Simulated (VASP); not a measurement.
## BN (Qingsongite): single point with PBEsol

The system is BN (Qingsongite).

```
B N
1.0
     0.00000    1.80284    1.80284
     1.80284    0.00000    1.80284
     1.80284    1.80284    0.00000
B N
1 1
Direct
  0.00000 0.00000 0.00000
  0.25000 0.25000 0.25000
```

- Program: VASP 6.6.1
- Task: single point
- Functional: PBEsol
- Potentials or basis: VASP PAW PBE potentials, release 64 (B, N)
- Cutoff: 600 eV
- k mesh: 12 × 12 × 12
- Occupations: gaussian, width 0.02 eV
- Spin: no spin polarisation
- Dipole correction: no
- Further INCAR settings: ALGO = Normal; EDIFF = 1e-06; NBANDS = 11

| Property | Result |
| --- | --- |
| Pressure | 0.3 GPa |
| Band gap on the k mesh | 4.28 eV, indirect (least direct gap 8.80 eV) |

Levels at points of the mesh, in eV from the valence-band top:
```csv
k point,band 2,band 3,band 4,band 5,band 6,band 7
"(0.00, 0.00, 0.00)",0.00,0.00,0.00,8.80,8.80,8.80
"(0.50, 0.00, 0.00)",-10.85,-1.96,-1.96,10.19,10.66,10.66
"(0.50, 0.50, 0.00)",-9.02,-4.98,-4.98,4.28,9.13,18.00
```

Run time: 6.1 s on 1 thread of Intel(R) Xeon(R) Platinum 8488C (Sapphire Rapids), on a shared host, peak memory 0.12 GiB.

Caveat: the PAW data sets were made with another functional, which shifts forces and pressure a little. A k mesh can miss the band edges.
